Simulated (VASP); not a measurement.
Runs of VASP 6.6.1 on C. The structure is that of space group P6/mmm (No. 191), or close to it. The cells are those of the table. 

| task | cell | cutoff (eV) | gap on the mesh (eV) | pressure (GPa) |
| --- | --- | --- | --- | --- |
| relaxation of cell and atoms | relaxed from a = 3.312, b = 3.312, c = 2.053 Å, angles 90.0, 90.0, 120.0°, 3 atoms | 600 | none | 0.0 |
| single point | a = 4.325, b = 4.325, c = 1.253 Å, angles 90.0, 90.0, 120.0°, 3 atoms | 520 | none | 69.8 |
| single point | a = 6.041, b = 6.041, c = 1.285 Å, angles 90.0, 90.0, 120.0°, 3 atoms | 520 | none | -0.1 |
| relaxation of shape and atoms at fixed volume | relaxed from a = 5.038, b = 5.038, c = 1.071 Å, angles 90.0, 90.0, 120.0°, 3 atoms | 600 | none | 42.4 |
| single point | a = 4.651, b = 4.651, c = 1.257 Å, angles 90.0, 90.0, 120.0°, 3 atoms | 520 | none | 42.4 |
| relaxation of shape and atoms at fixed volume | relaxed from a = 4.795, b = 4.795, c = 1.020 Å, angles 90.0, 90.0, 120.0°, 3 atoms | 600 | none | 69.7 |
| single point | a = 5.352, b = 5.352, c = 1.276 Å, angles 90.0, 90.0, 120.0°, 3 atoms | 520 | none | 7.9 |
| single point | a = 4.030, b = 4.030, c = 1.241 Å, angles 90.0, 90.0, 120.0°, 3 atoms | 520 | none | (a) |

Alike in all rows: level PBE; potentials or basis VASP PAW PBE potentials, release 64 (C); no spin polarisation; k mesh 12 × 12 × 16; smearing fermi-dirac 0.05 eV.

Q: Fill in the values left out.

A: (a) 121.8.

Caveats: some runs use coarse meshes.

A gap of «none» marks levels without a gap at the run's occupations.
